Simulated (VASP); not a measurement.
# Sn (P6_3/mmc) in VASP: single point with PBE

Aim: the single point of Sn with PBE.

Program: VASP 6.6.1. These are calculated values, not measurements. Logs are shortened: lines on timing, memory, paths and dates and some standing lists are left out, and cuts for length are marked.

## (1) The cell of the first run

It takes space group P6_3/mmc (No. 194, hexagonal). The conventional cell has a = 3.383 Å, b = 3.383 Å, c = 5.548 Å, α = 90.00°, β = 90.00°, γ = 120.00°. Sn (site symmetry -6m2) has 12 Sn at 3.38 to 3.39 Å within 4.4 Å.

## (2) Single point, PBE

File INCAR:

```
ALGO = Normal
EDIFF = 1E-6
ENCUT = 520
GGA = PE
ISIF = 2
ISMEAR = 0
LASPH = T
LCHARG = F
LREAL = F
LWAVE = F
NBANDS = 21
NELM = 60
PREC = Accurate
SIGMA = 0.05
```

File KPOINTS:

```
k-points
0
Gamma
  6 6 4
```

File POSCAR:

```
Sn
1.0
    3.3826537971      0.0000000000      0.0000000000
   -1.6913268985      2.9294641205      0.0000000000
    0.0000000000      0.0000000000      5.5483305003
Sn
2
Direct
    0.3333333333      0.6666666667      0.7500000000
    0.6666666667      0.3333333333      0.2500000000
```

Potentials or basis: VASP PAW PBE potentials, release 64 (Sn_d).

Started as:

```
> cat potpaw_PBE.64/Sn_d/POTCAR > POTCAR
> mpirun -np 1 vasp_std > vasp.out
```

OUTCAR:

```text
EDIFF = 1E-6
   ENCUT = 520
   GGA = PE
   ISIF = 2
   ISMEAR = 0
   LASPH = T
   LREAL = F
   NELM = 60
   PREC = Accurate

 ion  position               nearest neighbor table
   1  0.333  0.667  0.750-   2 3.39   2 3.39   2 3.39   2 3.39   2 3.39   2 3.39
   2  0.667  0.333  0.250-   1 3.39   1 3.39   1 3.39   1 3.39   1 3.39   1 3.39

  LATTYP: Found a hexagonal cell.
 ALAT       =     3.3826537971
 C/A-ratio  =     1.6402300777

  Lattice vectors:

 A1 = (   3.3826537971,   0.0000000000,   0.0000000000)
 A2 = (  -1.6913268985,   2.9294641205,   0.0000000000)
 A3 = (   0.0000000000,   0.0000000000,   5.5483305003)

Analysis of symmetry for initial positions (statically):
=====================================================================
 Subroutine PRICEL returns:
 Original cell was already a primitive cell.

 Routine SETGRP: Setting up the symmetry group for a
 hexagonal supercell.

 Subroutine GETGRP returns: Found 24 space group operations
 (whereof 12 operations were pure point group operations)
 out of a pool of 24 trial point group operations.

The static configuration has the point symmetry D_3d.
 The point group associated with its full space group is D_6h.

Analysis of symmetry for dynamics (positions and initial velocities):
=====================================================================
 Subroutine PRICEL returns:
 Original cell was already a primitive cell.

 Routine SETGRP: Setting up the symmetry group for a
 hexagonal supercell.

 Subroutine GETGRP returns: Found 24 space group operations
 (whereof 12 operations were pure point group operations)
 out of a pool of 24 trial point group operations.

The dynamic configuration has the point symmetry D_3d.
 The point group associated with its full space group is D_6h.

 Subroutine INISYM returns: Found 24 space group operations
 (whereof 12 operations are pure point group operations),
 and found     1 'primitive' translations

----------------------------------------------------------------------------------------

                                     Primitive cell

  volume of cell :      54.9804

  direct lattice vectors                    reciprocal lattice vectors
     3.382653797  0.000000000  0.000000000     0.295625878  0.170679680  0.000000000
    -1.691326899  2.929464121  0.000000000     0.000000000  0.341359361  0.000000000
     0.000000000  0.000000000  5.548330500     0.000000000  0.000000000  0.180234397

  length of vectors
     3.382653797  3.382653797  5.548330500     0.341359361  0.341359361  0.180234397

  position of ions in fractional coordinates (direct lattice)
     0.333333333  0.666666667  0.750000000
     0.666666667  0.333333333  0.250000000

  ion indices of the primitive-cell ions
   primitive index   ion index
                 1           1
                 2           2

----------------------------------------------------------------------------------------

 KPOINTS: k-points

Automatic generation of k-mesh.
 Grid dimensions read from file:
 generate k-points for:    6    6    4

 Generating k-lattice:

  Cartesian coordinates                     Fractional coordinates (reciprocal lattice)
     0.049270980  0.028446613  0.000000000     0.166666667  0.000000000  0.000000000
     0.000000000  0.056893227  0.000000000     0.000000000  0.166666667  0.000000000
     0.000000000  0.000000000  0.045058599     0.000000000  0.000000000  0.250000000

  Length of vectors
     0.056893227  0.056893227  0.045058599

  Shift w.r.t. Gamma in fractional coordinates (k-lattice)
     0.000000000  0.000000000  0.000000000

 Subroutine IBZKPT returns following result:
 ===========================================

 Found     21 irreducible k-points:

 Following reciprocal coordinates:
            Coordinates               Weight
  0.000000  0.000000  0.000000      1.000000
  0.166667 -0.000000  0.000000      6.000000
  0.333333  0.000000  0.000000      6.000000
  0.500000  0.000000  0.000000      3.000000
  0.166667  0.166667  0.000000      6.000000
  0.333333  0.166667  0.000000     12.000000
[... 13 lines left out ...]
  0.333333  0.166667  0.500000     12.000000
  0.333333  0.333333  0.500000      2.000000
   k-points           NKPTS =     21   k-points in BZ     NKDIM =     21   number of bands    NBANDS=     21
   number of dos      NEDOS =    301   number of ions     NIONS =      2
   total plane-waves  NPLWV =  32928
   dimension x,y,z NGX =    28 NGY =   28 NGZ =   42
   dimension x,y,z NGXF=    56 NGYF=   56 NGZF=   84
   ions per type =               2
   NGX,Y,Z   is equivalent  to a cutoff of  13.76, 13.76, 12.58 a.u.
   NGXF,Y,Z  is equivalent  to a cutoff of  27.52, 27.52, 25.17 a.u.
 SYSTEM =  unknown system
   PREC   = accura    normal or accurate (medium, high low for compatibility)
   ISTART =      0    job   : 0-new  1-cont  2-samecut
   ICHARG =      2    charge: 1-file 2-atom 10-const
   ISPIN  =      1    spin polarized calculation?
   LNONCOLLINEAR =      F non collinear calculations
   LSORBIT =      F    spin-orbit coupling
   LASPH  =      T    aspherical Exc in radial PAW
   ENCUT  =  520.0 eV  38.22 Ry    6.18 a.u.   6.29  6.29 10.32*2*pi/ulx,y,z
   NELM   =     60;   NELMIN=  2; NELMDL= -5     # of ELM steps
   EDIFF  = 0.1E-05   stopping-criterion for ELM
   LREAL  =      F    real-space projection
   EDIFFG = 0.1E-04   stopping-criterion for IOM
   NSW    =      0    number of steps for IOM
   IBRION =     -1    ionic relax: 0-MD 1-quasi-New 2-CG
   NFREE  =      0    steps in history (QN), initial steepest desc. (CG)
   ISIF   =      2    stress and relaxation
   ISYM   =      2    0-nonsym 1-usesym 2-fastsym
   POTIM  = 0.5000    time-step for ionic-motion
   TEBEG  =    0.0;   TEEND  =   0.0 temperature during run
   PSTRESS=    0.0 pullay stress
   NELECT =      28.0000    total number of electrons
   NUPDOWN=      -1.0000    fix difference up-down
   EMIN   =  10.00;   EMAX   =-10.00  energy-range for DOS
   EFERMI =   0.00;   METHOD = LEGACY
   ISMEAR =     0;   SIGMA  =   0.05  broadening in eV -4-tet -1-fermi 0-gaus
   EFERMI_NEDOS =   21; number of points for ismear=-14 and -15
   IALGO  =     38    algorithm
   IMIX   =      4    mixing-type and parameters
     AMIX     =   0.40;   BMIX     =  1.00
     AMIX_MAG =   1.60;   BMIX_MAG =  1.00
  volume/ion in A,a.u.               =      27.49       185.51
  Fermi-wavevector in a.u.,A,eV,Ry     =   1.307349  2.470531 23.254547  1.709161
  Thomas-Fermi vector in A             =   2.438089
   LORBIT       =      0    0 simple, 1 ext, 2 COOP (PROOUT), +10 PAW based schemes
   GGA     = PE    functional components
   LHFCALC =     F    Hartree Fock is set to
   AEXX    =    0.0000 exact exchange contribution
   IVDW    =     0    specifies the selected vdW correction
   LEPSILON=     F    determine dielectric tensor
   LRPA    =     F    only Hartree local field effects (RPA)
 non-spin polarized calculation
 Gauss-broadening in eV      SIGMA  =   0.05
  energy-cutoff  :      520.00
  volume of cell :       54.98
 maximum number of plane-waves:      1509
 NGX is ok and might be reduce to    28
   NGX = 13   NGY = 13   NGZ = 21

 number of electron      28.0000006 magnetization

 Free energy of the ion-electron system (eV)
  ---------------------------------------------------
  ext. energy  EPLUGINS =         0.00000000
  ---------------------------------------------------
  free energy    TOTEN  =        -7.53746586 eV

  energy without entropy =       -7.53392806  energy(sigma->0) =       -7.53569696

 E-fermi :   8.1984     XC(G=0): -10.3154

 val. band max:        7.7349242225   @ k =   0.3333   0.1667   0.2500
 cond. band min:       8.2116013860   @ k =   0.3333   0.0000   0.2500
 fundamental gap:      0.4766771635
 Fermi energy:         8.1984306916

 k-point     1 :       0.0000    0.0000    0.0000
  band No.  band energies     occupation
      1     -13.5814      2.00000
      2     -13.5788      2.00000
      3     -13.5740      2.00000
      4     -13.5740      2.00000
      5     -13.5640      2.00000
      6     -13.5640      2.00000
[... 13 lines left out ...]
     20      17.7650      0.00000
     21      19.8012      0.00000

 k-point     2 :       0.1667   -0.0000    0.0000
  band No.  band energies     occupation
      1     -13.6039      2.00000
      2     -13.5713      2.00000
      3     -13.5589      2.00000
      4     -13.5454      2.00000
      5     -13.5416      2.00000
      6     -13.5403      2.00000
[... 13 lines left out ...]
     20      18.0520      0.00000
     21      19.0185      0.00000

 k-point     3 :       0.3333    0.0000    0.0000
  band No.  band energies     occupation
      1     -13.6398      2.00000
      2     -13.5799      2.00000
      3     -13.5784      2.00000
      4     -13.5619      2.00000
      5     -13.5206      2.00000
      6     -13.4955      2.00000
[... 13 lines left out ...]
     20      17.0665      0.00000
     21      18.5697      0.00000

 k-point     4 :       0.5000    0.0000    0.0000
  band No.  band energies     occupation
      1     -13.6563      2.00000
      2     -13.5991      2.00000
      3     -13.5849      2.00000
      4     -13.5713      2.00000
      5     -13.5105      2.00000
      6     -13.4994      2.00000
[... 13 lines left out ...]
     20      16.6558      0.00000
     21      18.3034      0.00000

 k-point     5 :       0.1667    0.1667    0.0000
  band No.  band energies     occupation
      1     -13.5935      2.00000
      2     -13.5881      2.00000
      3     -13.5718      2.00000
      4     -13.5559      2.00000
      5     -13.5330      2.00000
      6     -13.5249      2.00000
[... 13 lines left out ...]
     20      17.5307      0.00000
     21      18.2855      0.00000
[... 310 lines left out ...]
     20      14.8898      0.00000
     21      15.7200      0.00000

 k-point    19 :       0.1667    0.1667    0.5000
  band No.  band energies     occupation
      1     -13.5950      2.00000
      2     -13.5950      2.00000
      3     -13.5639      2.00000
      4     -13.5639      2.00000
      5     -13.5201      2.00000
      6     -13.5201      2.00000
[... 13 lines left out ...]
     20      17.7732      0.00000
     21      19.5489      0.00000

 k-point    20 :       0.3333    0.1667    0.5000
  band No.  band energies     occupation
      1     -13.6003      2.00000
      2     -13.6003      2.00000
      3     -13.5667      2.00000
      4     -13.5667      2.00000
      5     -13.5159      2.00000
      6     -13.5159      2.00000
[... 13 lines left out ...]
     20      16.5348      0.00000
     21      17.9506      0.00000

 k-point    21 :       0.3333    0.3333    0.5000
  band No.  band energies     occupation
      1     -13.5887      2.00000
      2     -13.5887      2.00000
      3     -13.5334      2.00000
      4     -13.5334      2.00000
      5     -13.5063      2.00000
      6     -13.5063      2.00000
[... 13 lines left out ...]
     20      16.8677      0.00000
     21      16.8787      0.00000

------------------------ aborting loop because EDIFF is reached ----------------------------------------

  FORCE on cell =-STRESS in cart. coord.  units (eV):
  Direction    XX          YY          ZZ          XY          YZ          ZX
  --------------------------------------------------------------------------------------
  -------------------------------------------------------------------------------------
  Total       -0.0528352     -0.0528352      0.0127439     -0.0000000      0.0000000     -0.0000000
  in kB       -1.5396645     -1.5396645      0.3713694     -0.0000000      0.0000000     -0.0000000
  external PRESSURE =      -0.9026532 kB  Pullay stress =       0.0000000 kB

 VOLUME and BASIS-vectors are now :
 -----------------------------------------------------------------------------
  energy-cutoff  :      520.00
  volume of cell :       54.98
      direct lattice vectors                 reciprocal lattice vectors
     3.382653797  0.000000000  0.000000000     0.295625878  0.170679680  0.000000000
    -1.691326899  2.929464121  0.000000000     0.000000000  0.341359361  0.000000000
     0.000000000  0.000000000  5.548330500     0.000000000  0.000000000  0.180234397

 POSITION                                       TOTAL-FORCE (eV/Angst)
 -----------------------------------------------------------------------------------
     -0.00000      1.95298      4.16125         0.000000     -0.000000      0.000000
      1.69133      0.97649      1.38708        -0.000000      0.000000      0.000000
 -----------------------------------------------------------------------------------
    total drift:                               -0.000000      0.000000      0.000000

  FREE ENERGIE OF THE ION-ELECTRON SYSTEM (eV)
  ---------------------------------------------------
  free  energy   TOTEN  =        -7.5374658603 eV

  energy  without entropy=       -7.5339280562  energy(sigma->0) =       -7.53569696
```

It took 44 s on 1 thread of AMD EPYC 7R13, shared host; peak memory 0.14 GiB.

What came out:

| Quantity | Value |
| --- | --- |
| Free energy | -7.5375 eV |
| Pressure | -0.1 GPa |
| Band gap on the k mesh | zero (band 14 reaches 13.70 eV, above the bottom of band 15 at 6.04 eV) |

Caveat: spin-orbit coupling is left out, which moves the levels of the heavy elements.
